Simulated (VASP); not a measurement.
Here is a VASP 6.6.1 calculation.

Contents of INCAR:

```
SYSTEM = HfRu
  PREC = Accurate
  ENCUT = 520
  EDIFF = 1E-6
  ISMEAR = -1
  SIGMA = 0.1
  LREAL = .False.
  LASPH = .True.
  NELM = 80
  ALGO = Normal
  ISIF = 2
  LWAVE = .False.
  LCHARG = .True.
  LELF = .True.
  LVHAR = .True.
  NBANDS = 19
```

Contents of KPOINTS:

```
Automatic mesh
0
Gamma
  12 12 12
  0 0 0
```

POSCAR

```
HfRu
1.0
    3.1820854849      0.0000000000      0.0000000000
    0.0000000000      3.1820854849      0.0000000000
    0.0000000000      0.0000000000      3.1820854849
Hf Ru
1 1
Direct
    0.0000000000      0.0000000000      0.0000000000
    0.5000000000      0.5000000000      0.5000000000
```

Potentials or basis: VASP PAW LDA potentials, release 64 (Hf_pv, Ru_pv).

Command:

```console
$ cat potpaw_LDA.64/Hf_pv/POTCAR potpaw_LDA.64/Ru_pv/POTCAR > POTCAR
$ mpirun -np 1 vasp_std > vasp.out
```

Estimate the band gap on the k mesh.

zero (bands 12 and 13 overlap by 1.73 eV).

Predict the pressure.

-0.3 GPa.

Caveat: spin-orbit coupling is left out, which moves the levels of the heavy elements.
